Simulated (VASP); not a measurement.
# CaPtS3 (P4mm) in VASP: further runs, part 2 of 2

VASP 6.6.1. The steps go on from the part before.

### 3 Relaxation of cell and atoms, PBE

INCAR reads:

```
SYSTEM = CaPtS3
  PREC = Accurate
  ENCUT = 600
  EDIFF = 1E-6
  ISMEAR = 0
  SIGMA = 0.1
  LREAL = .False.
  LASPH = .True.
  NELM = 80
  ALGO = Normal
  ISIF = 3
  LWAVE = .False.
  LCHARG = .False.
  GGA = PE
  IBRION = 2
  NSW = 90
  EDIFFG = -0.04
```

KPOINTS reads:

```
Automatic mesh
0
Gamma
  4 4 4
  0 0 0
```

POSCAR reads:

```
CaPtS3
1.0
    4.6841072600      0.0000000000      0.0000000000
    0.0000000000      4.6841072600      0.0000000000
    0.0000000000      0.0000000000      4.6841072600
Ca Pt S
1 1 3
Direct
    0.5000000000      0.5000000000      0.4844832700
    0.0000000000      0.0000000000      0.9844832700
    0.0000000000      0.5000000000      0.0000000000
    0.5000000000      0.0000000000      0.0000000000
    0.0000000000      0.0000000000      0.5000000000
```

Potentials or basis: VASP PAW PBE potentials, release 64 (Ca_sv, Pt, S).

Started as:

```sh
> cat potpaw_PBE.64/Ca_sv/POTCAR potpaw_PBE.64/Pt/POTCAR potpaw_PBE.64/S/POTCAR > POTCAR
> mpirun -np 1 vasp_std > vasp.out
```

OUTCAR:

```text
SYSTEM = CaPtS3
   PREC = Accurate
   ENCUT = 600
   EDIFF = 1E-6
   ISMEAR = 0
   LREAL = .False.
   LASPH = .True.
   NELM = 80
   ISIF = 3
   GGA = PE
   IBRION = 2
   NSW = 90
   EDIFFG = -0.04

 ion  position               nearest neighbor table
   1  0.500  0.500  0.484-
   2  0.000  0.000  0.984-   5 2.27   4 2.34   3 2.34   3 2.34   4 2.34   5 2.41
   3  0.000  0.500  0.000-   2 2.34   2 2.34
   4  0.500  0.000  0.000-   2 2.34   2 2.34
   5  0.000  0.000  0.500-   2 2.27   2 2.41

  LATTYP: Found a simple cubic cell.
 ALAT       =     4.6841072600

  Lattice vectors:

 A1 = (   4.6841072600,   0.0000000000,   0.0000000000)
 A2 = (   0.0000000000,   4.6841072600,   0.0000000000)
 A3 = (   0.0000000000,   0.0000000000,   4.6841072600)

Analysis of symmetry for initial positions (statically):
=====================================================================
 Subroutine PRICEL returns:
 Original cell was already a primitive cell.

 Routine SETGRP: Setting up the symmetry group for a
 simple cubic supercell.

 Subroutine GETGRP returns: Found  8 space group operations
 (whereof  8 operations were pure point group operations)
 out of a pool of 48 trial point group operations.

The static configuration has the point symmetry C_4v.

Analysis of symmetry for dynamics (positions and initial velocities):
=====================================================================
 Subroutine PRICEL returns:
 Original cell was already a primitive cell.

 Routine SETGRP: Setting up the symmetry group for a
 simple cubic supercell.

 Subroutine GETGRP returns: Found  8 space group operations
 (whereof  8 operations were pure point group operations)
 out of a pool of 48 trial point group operations.

The dynamic configuration has the point symmetry C_4v.

 Subroutine INISYM returns: Found  8 space group operations
 (whereof  8 operations are pure point group operations),
 and found     1 'primitive' translations

----------------------------------------------------------------------------------------

                                     Primitive cell

[... 92 lines left out ...]
   NSW    =     90    number of steps for IOM
   IBRION =      2    ionic relax: 0-MD 1-quasi-New 2-CG
   NFREE  =      1    steps in history (QN), initial steepest desc. (CG)
   ISIF   =      3    stress and relaxation
   ISYM   =      2    0-nonsym 1-usesym 2-fastsym
   POTIM  = 0.5000    time-step for ionic-motion
   TEBEG  =    0.0;   TEEND  =   0.0 temperature during run
   PSTRESS=    0.0 pullay stress
   NELECT =      38.0000    total number of electrons
   NUPDOWN=      -1.0000    fix difference up-down
   EMIN   =  10.00;   EMAX   =-10.00  energy-range for DOS
   EFERMI =   0.00;   METHOD = LEGACY
   ISMEAR =     0;   SIGMA  =   0.10  broadening in eV -4-tet -1-fermi 0-gaus
   EFERMI_NEDOS =   21; number of points for ismear=-14 and -15
   IALGO  =     38    algorithm
   IMIX   =      4    mixing-type and parameters
     AMIX     =   0.40;   BMIX     =  1.00
     AMIX_MAG =   1.60;   BMIX_MAG =  1.00
  volume/ion in A,a.u.               =      20.55       138.71
  Fermi-wavevector in a.u.,A,eV,Ry     =   1.175013  2.220452 18.784947  1.380655
  Thomas-Fermi vector in A             =   2.311400
   LORBIT       =      0    0 simple, 1 ext, 2 COOP (PROOUT), +10 PAW based schemes
   GGA     = PE    functional components
   LHFCALC =     F    Hartree Fock is set to
   AEXX    =    0.0000 exact exchange contribution
   IVDW    =     0    specifies the selected vdW correction
   LEPSILON=     F    determine dielectric tensor
   LRPA    =     F    only Hartree local field effects (RPA)
 conjugate gradient relaxation of ions
 non-spin polarized calculation
 Gauss-broadening in eV      SIGMA  =   0.10
  energy-cutoff  :      600.00
  volume of cell :      102.77
 maximum number of plane-waves:      3468
 NGX is ok and might be reduce to    40
   NGX = 19   NGY = 19   NGZ = 19

--------------------------------------- Ionic step        1  -------------------------------------------

 number of electron      38.0000002 magnetization

 Free energy of the ion-electron system (eV)
  ---------------------------------------------------
  ext. energy  EPLUGINS =         0.00000000
  ---------------------------------------------------
  free energy    TOTEN  =       -22.71257070 eV

  energy without entropy =      -22.67529824  energy(sigma->0) =      -22.69393447

 E-fermi :   4.9563     XC(G=0): -10.0181

 val. band max:        4.9361822434   @ k =   0.5000   0.2500   0.0000
 cond. band min:       5.0000343454   @ k =   0.5000   0.0000   0.0000
 fundamental gap:      0.0638521020
 Fermi energy:         4.9563333005
[... 1054 lines left out ...]
     22       7.4670      0.00000
     23       7.9359      0.00000

[... ionic steps 4 to 50 ...]

--------------------------------------- Ionic step       51  -------------------------------------------

 number of electron      38.0000006 magnetization

------------------------ aborting loop because EDIFF is reached ----------------------------------------
[... 73 lines left out ...]
--------------------------------------- Ionic step       53  -------------------------------------------

 number of electron      38.0000007 magnetization

 Free energy of the ion-electron system (eV)
  ---------------------------------------------------
  ext. energy  EPLUGINS =         0.00000000
  ---------------------------------------------------
  free energy    TOTEN  =       -23.65303980 eV

  energy without entropy =      -23.64363984  energy(sigma->0) =      -23.64833982

 E-fermi :   4.4067     XC(G=0):  -9.4450

 val. band max:        4.3702783415   @ k =   0.2500   0.0000   0.5000
 cond. band min:       4.4367288911   @ k =   0.2500   0.0000   0.0000
 fundamental gap:      0.0664505496
 Fermi energy:         4.4067250250
[... 498 lines left out ...]
  FREE ENERGIE OF THE ION-ELECTRON SYSTEM (eV)
  ---------------------------------------------------
  free  energy   TOTEN  =       -23.6530397992 eV

  energy  without entropy=      -23.6436398447  energy(sigma->0) =      -23.64833982

 reached required accuracy - stopping structural energy minimisation
```

OSZICAR:

```text
N       E                     dE             d eps       ncg     rms          rms(c)
DAV:   1     0.298520179830E+03    0.29852E+03   -0.19865E+04   828   0.170E+03
DAV:   2    -0.427622512470E-01   -0.29856E+03   -0.29318E+03  1010   0.366E+02
DAV:   3    -0.239926145226E+02   -0.23950E+02   -0.23417E+02  1375   0.860E+01
[... 540 lines left out ...]
DAV:   4    -0.236530197776E+02    0.12562E-03   -0.72338E-04  1273   0.166E-01    0.484E-02
DAV:   5    -0.236530285051E+02   -0.87274E-05   -0.52213E-05  1306   0.383E-02    0.233E-02
DAV:   6    -0.236530359578E+02   -0.74527E-05   -0.75958E-06  1522   0.136E-02    0.109E-02
DAV:   7    -0.236530401968E+02   -0.42391E-05   -0.16903E-06   851   0.927E-03    0.284E-03
DAV:   8    -0.236530397992E+02    0.39767E-06   -0.36585E-07   617   0.478E-03
  53 F= -.23653040E+02 E0= -.23648340E+02  d E =-.121961E-02
```

CONTCAR:

```text
CaPtS3
   1.00000000000000
     4.3836883901234556   -0.0000000000000000    0.0000000000000000
     0.0000000000000000    4.3836883901234556   -0.0000000000000000
    -0.0000000000000000    0.0000000000000000    5.8591810793898844
  Ca              Pt              S
     1     1     3
Direct
     0.5000000000000000    0.5000000000000000    0.3858524164137336
     0.0000000000000000    0.0000000000000000    0.9239733361634367
     0.0000000000000000    0.5000000000000000    0.0674704846761325
     0.5000000000000000    0.0000000000000000    0.0674704846761325
     0.0000000000000000    0.0000000000000000    0.5241998180705618

  0.00000000E+00  0.00000000E+00  0.00000000E+00
  0.00000000E+00  0.00000000E+00  0.00000000E+00
  0.00000000E+00  0.00000000E+00  0.00000000E+00
  0.00000000E+00  0.00000000E+00  0.00000000E+00
  0.00000000E+00  0.00000000E+00  0.00000000E+00
```

Wall time 14 min (1 thread of Intel Xeon 6975P-C (Granite Rapids), shared host); peak memory 0.29 GiB.

Results:

- Free energy: -23.6530 eV
- Relaxed volume: 22.52 Å³/atom
- Relaxed cell: a = 4.384 Å, b = 4.384 Å, c = 5.859 Å, α = 90.00°, β = 90.00°, γ = 90.00°
- Space group after relaxing (to 0.05 Å): P4mm (No. 99)
- Energy gained by relaxing: 188.1 meV/atom
- Ionic steps: 53
- Pressure after relaxing: 0.0 GPa
- Largest force after relaxing: 0.020 eV/Å
- Band gap on the k mesh: zero (band 19 reaches 4.95 eV, above the bottom of band 20 at 4.11 eV)

Forces in eV/Å, atoms in the order of the input:
```
Ca   0.000  0.000  0.011
Pt   0.000  0.000  0.003
S    0.000  0.000 -0.017
S    0.000  0.000 -0.017
S    0.000  0.000  0.020
```

The path:
```csv
step,energy change (eV),largest force (eV/Å),pressure (GPa),volume (Å³)
1,0.0000,0.9766,5.16,102.77
3,-0.1086,0.2262,-0.24,108.70
5,-0.1144,0.2071,0.01,108.34
7,-0.1279,1.3983,1.92,106.19
9,-0.1354,0.9191,1.12,106.98
11,-0.1460,1.0542,1.19,106.91
13,-0.1852,1.4739,1.51,106.60
15,-0.2146,1.9870,1.77,106.25
17,-0.3232,2.0095,0.45,106.83
19,-0.3366,2.1384,0.07,107.04
21,-0.4618,1.4206,-0.87,107.17
23,-0.5226,0.5329,-1.40,107.36
25,-0.5519,0.4045,0.78,104.84
27,-0.5661,0.3128,1.03,104.77
29,-0.6092,0.7350,0.84,106.85
31,-0.6389,0.4605,-0.28,108.10
33,-0.6789,0.4862,-2.48,112.52
35,-0.7880,0.3786,-2.48,114.30
37,-0.7170,1.3892,0.04,119.81
39,-0.8794,0.5147,-1.69,116.94
41,-0.9129,0.3998,0.02,114.67
43,-0.9265,0.2100,-0.49,114.84
45,-0.9286,0.3120,-0.78,114.95
47,-0.9378,0.1040,0.06,113.13
49,-0.9387,0.1007,0.04,113.01
51,-0.9392,0.1060,-0.14,113.10
53,-0.9405,0.0201,-0.04,112.59
```

Final structure:
```
Ca Pt S
1.0
     4.38369    0.00000    0.00000
     0.00000    4.38369    0.00000
     0.00000    0.00000    5.85918
Ca Pt S
1 1 3
Direct
  0.50000 0.50000 0.38585
  0.00000 0.00000 0.92397
  0.00000 0.50000 0.06747
  0.50000 0.00000 0.06747
  0.00000 0.00000 0.52420
```

Levels at points of the mesh, in eV from the Fermi level:
```tsv
k point	band 17	band 18	band 19	band 20	band 21	band 22
(0.00, 0.00, 0.00)	-1.26	0.46	0.55	0.63	0.63	2.67
(0.50, 0.00, 0.00)	-1.23	-1.23	-0.79	0.21	1.33	3.88
(0.00, 0.00, 0.50)	-1.19	0.24	0.26	0.26	0.49	3.34
(0.50, 0.50, 0.00)	-1.61	-1.42	-1.42	0.55	3.21	4.27
(0.00, 0.50, 0.50)	-1.14	-0.78	-0.50	0.24	0.64	3.60
(0.50, 0.50, 0.50)	-1.25	-1.25	-0.13	0.56	3.19	3.44
```

Caveat: spin-orbit coupling is left out, which moves the levels of the heavy elements.

### 4 Single point, PBE, collinear spin, ferromagnetic start

INCAR reads:

```
  PREC = Accurate
  ENCUT = 520
  EDIFF = 1E-6
  ISMEAR = 0
  SIGMA = 0.1
  LREAL = False
  LASPH = True
  NELM = 150
  ALGO = Normal
  ISIF = 2
  LWAVE = False
  LCHARG = True
  ISPIN = 2
  MAGMOM = 0 1 0 0 0
  LORBIT = 11
  LMAXMIX = 4
  GGA = PE
  LELF = True
  LVHAR = True
  NBANDS = 31
```

KPOINTS reads:

```
Automatic mesh
0
Gamma
  4 4 4
```

POSCAR is that of step 3.

Started as:

```sh
> cat potpaw_PBE.64/Ca_sv/POTCAR potpaw_PBE.64/Pt/POTCAR potpaw_PBE.64/S/POTCAR > POTCAR
> mpirun -np 1 vasp_std > vasp.out
```

Wall time 61 s (1 thread of Intel Xeon 6975P-C (Granite Rapids), shared host); peak memory 0.3 GiB.

Results (log left out):

* Free energy: -22.7119 eV
* Pressure: 5.1 GPa
* Largest force: 0.973 eV/Å
* Net moment: 0.30 μB per cell
* Site moments: Ca +0.00; Pt +0.08; S +0.05 μB
* Valence electrons inside the program's atomic spheres: Ca 8.01; Pt 9.54; S 3.68, 3.69

Forces on the atoms (eV/Å):
```
Ca   0.000  0.000 -0.069
Pt   0.000  0.000  0.616
S    0.000  0.000  0.213
S    0.000  0.000  0.213
S    0.000  0.000 -0.973
```

Stress tensor (GPa, compression positive):
```
4.96 0.00 0.00
0.00 4.96 0.00
0.00 0.00 5.46
```

Levels at points of the mesh, in eV from the Fermi level:
Spin up:
```
           k point  band 17  band 18  band 19  band 20  band 21  band 22
(0.00, 0.00, 0.00)    -1.11    -1.05    -0.41    -0.41    -0.34     1.48
(0.50, 0.00, 0.00)    -0.75    -0.69     0.00     0.00     0.29     3.80
(0.00, 0.00, 0.50)    -0.79    -0.79     0.01     0.01     0.32     3.79
(0.50, 0.50, 0.00)    -0.85    -0.17    -0.17     0.28     4.08     4.27
(0.00, 0.50, 0.50)    -0.81    -0.16    -0.15     0.26     4.08     4.27
(0.50, 0.50, 0.50)     0.39     0.39     0.41     2.74     3.91     3.94
```
Spin down:
```tsv
k point	band 16	band 17	band 18	band 19	band 20	band 21	band 22	band 23
(0.00, 0.00, 0.00)	-1.03	-1.03	-0.97	-0.35	-0.35	-0.28	1.50	3.10
(0.50, 0.00, 0.00)	-1.83	-0.69	-0.63	0.08	0.08	0.33	3.82	4.06
(0.00, 0.00, 0.50)	-1.56	-0.73	-0.73	0.10	0.10	0.36	3.81	4.06
(0.50, 0.50, 0.00)	-0.82	-0.78	-0.09	-0.09	0.37	4.09	4.28	4.92
(0.00, 0.50, 0.50)	-0.80	-0.76	-0.08	-0.07	0.35	4.09	4.27	4.91
(0.50, 0.50, 0.50)	-0.52	0.48	0.48	0.50	2.77	3.92	3.95	3.95
```

Caveat: spin-orbit coupling is left out, which moves the levels of the heavy elements.

### 5 Summary

| task | spin | cell | cutoff (eV) | gap on the mesh (eV) | pressure (GPa) | largest force (eV/Å) |
| --- | --- | --- | --- | --- | --- | --- |
| single point | off | as given | 520 | none | 5.1 | 0.98 |
| relaxation of cell and atoms | off | relaxed | 600 | none | 0.0 | 0.02 |
| single point | collinear, ferromagnetic start | as given | 520 | none | 5.1 | 0.97 |

Alike in all rows: level PBE; potentials or basis VASP PAW PBE potentials, release 64 (Ca_sv, Pt, S); k mesh 4 × 4 × 4; smearing gaussian 0.1 eV.

Caveats: spin-orbit coupling is left out, which moves the levels of the heavy elements.

Total energies depend on the potentials used, so only differences within one code and one set of settings carry meaning.
